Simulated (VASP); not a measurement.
The system is SiC3.

```xyz
4
Lattice="3.5757 0.0000 0.0000 0.0000 3.5757 0.0000 0.0000 0.0000 3.4043" Properties=species:S:1:pos:R:3 pbc="T T T"
Si    0.0000    0.0000    1.7022
C     0.0000    0.0000    0.0000
C     1.7878    1.7878    2.3788
C     1.7878    1.7878    1.0255
```

* Program: VASP 6.6.1
* Task: relaxation of cell and atoms
* Functional: PBE
* Potentials or basis: VASP PAW PBE potentials, release 64 (Si, C)
* Cutoff: 600 eV
* k mesh: 14 × 14 × 14
* Occupations: gaussian, width 0.1 eV
* Spin: no spin polarisation

At the start: pressure -2.4 GPa; volume 10.88 Å³/atom.

Question: How do energy, volume and symmetry change on relaxing?

Answer: Over 38 steps the energy falls by 211.5 meV/atom and the volume is 16.67 Å³/atom (+53.2 %); space group P4/mmm (No. 123, to 0.1 Å) before and after.

The path:
```csv
step,energy change (eV),largest force (eV/Å),pressure (GPa),volume (Å³)
1,0.0000,0.1101,-2.40,43.53
2,0.0332,2.2606,9.14,42.49
3,-0.0143,0.6941,1.34,43.14
4,-0.0328,0.1347,3.30,43.00
5,-0.0330,0.1936,3.07,43.01
6,-0.0333,0.7222,-1.10,43.77
7,-0.0374,0.2866,0.91,43.39
8,-0.0449,0.1613,0.51,43.99
9,-0.0544,0.2708,-0.31,45.68
10,-0.0605,0.0990,-0.16,46.21
11,-0.0655,0.1754,-0.35,46.97
12,-0.0854,0.7056,-1.76,48.47
13,-0.1888,1.4425,-2.77,51.47
14,-0.6718,1.8626,-0.06,57.41
15,1.2485,2.0330,31.05,68.73
16,-0.7210,1.5222,2.92,58.58
17,-0.7205,1.5493,3.83,59.02
18,-0.7217,1.5441,4.00,59.19
19,-0.7233,1.5307,4.53,59.70
20,-0.7260,1.5090,4.49,59.76
21,-0.7339,1.4452,4.36,59.93
22,-0.7489,1.3131,4.13,60.28
23,-0.7754,1.0311,3.70,60.98
24,-0.8141,0.3887,3.00,62.39
25,-0.8278,1.2604,2.21,65.28
26,-0.8334,0.6147,2.41,64.24
27,-0.8407,0.2080,0.75,64.78
28,-0.8412,0.0566,0.12,64.99
29,-0.8418,0.0257,0.13,65.07
30,-0.8432,0.0674,0.16,65.31
31,-0.8441,0.2459,0.23,65.78
32,-0.8447,0.1501,0.40,65.92
33,-0.8450,0.0014,0.69,66.15
34,-0.8456,0.0177,0.40,66.41
35,-0.8458,0.0465,-0.11,66.87
36,-0.8459,0.0375,0.05,66.72
37,-0.8459,0.0371,0.06,66.71
38,-0.8459,0.0067,-0.01,66.70
```

Final structure:
```
Si C
1.0
     4.67203    0.00000    0.00000
     0.00000    4.67203    0.00000
     0.00000    0.00000    3.05551
Si C
1 3
Direct
  0.00000 0.00000 0.50000
  0.00000 0.00000 0.00000
  0.50000 0.50000 0.71474
  0.50000 0.50000 0.28526
```

Caveat: the volume moved by over 15 % at a fixed basis, so the end points are rough.
